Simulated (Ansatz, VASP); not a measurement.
# Two plane-wave programs on HfB

File INCAR:

```
SYSTEM = HfB
  PREC = Accurate
  ENCUT = 520
  EDIFF = 1E-6
  ISMEAR = 0
  SIGMA = 0.15
  LREAL = .False.
  LASPH = .True.
  NELM = 100
  ALGO = Normal
  ISIF = 2
  LWAVE = .False.
  LCHARG = .False.
  GGA = PS
  NBANDS = 14
```

Contents of KPOINTS:

```
Automatic mesh
0
Gamma
  16 16 16
  0 0 0
```

Contents of POSCAR:

```
HfB
1.0
    0.0000000000      2.3936993068      2.3936993068
    2.2819135492      0.0000000000      2.3936993068
    2.2819135492      2.3936993068      0.0000000000
Hf B
1 1
Direct
    0.5000000000      0.5000000000      0.5000000000
    0.0000000000      0.0000000000      0.0000000000
```

Input for Ansatz:

```yaml
crystal:
  lattice:
    - [0.0, 2.3936993068, 2.3936993068]
    - [2.2819135492, 0.0, 2.3936993068]
    - [2.2819135492, 2.3936993068, 0.0]
  atoms:
    - { symbol: Hf, position: [0.5, 0.5, 0.5] }
    - { symbol: B, position: [0.0, 0.0, 0.0] }
basis:
  ecutwfc: 520.0
kpoints:
  mp_grid: { grid: [16, 16, 16] }
hamiltonian:
  xc: pbesol
  pseudopotentials: { kind: paw }
scf:
  occupations: { method: gaussian, width: 0.15 }
output:
  forces: true
  stress: true
  eigenvalues: true
```

Change from the starting cell: mode 4 frozen in at +0.000 Å, normal strain along x -0.0467.

Alike in both runs: task single point; functional PBEsol; k mesh 16 × 16 × 16; occupations gaussian, width 0.15 eV; no spin polarisation.

|  | VASP | Ansatz |
| --- | --- | --- |
| version | VASP 6.6.1 | Ansatz 0.2.0 |
| potentials or method | VASP PAW PBE potentials, release 64 (Hf_pv, B), cutoff 520 eV | scalar-relativistic, plane waves, PAW |
| valence electrons in the cell | 13 | 29 |

Ansatz gave:

```
gap on the k mesh at the Fermi level (eV)                     : none
pressure (GPa)                                                : 10.1
traceless stress, the component that is largest in VASP (GPa) : 13.95
```

Q: What did VASP give for the same quantities?

A: gap on the k mesh at the Fermi level (eV): none; pressure (GPa): 10.8; traceless stress, the component that is largest in VASP (GPa): 14.19.

VASP's potentials were made for PBE, not for PBEsol. A gap of «none» marks a metal or a gap that the smearing closes. VASP's potentials hold 13 valence electrons a cell and Ansatz's 29, so a difference there can come from the potentials and not from the codes.

Neither program's run includes spin-orbit coupling.
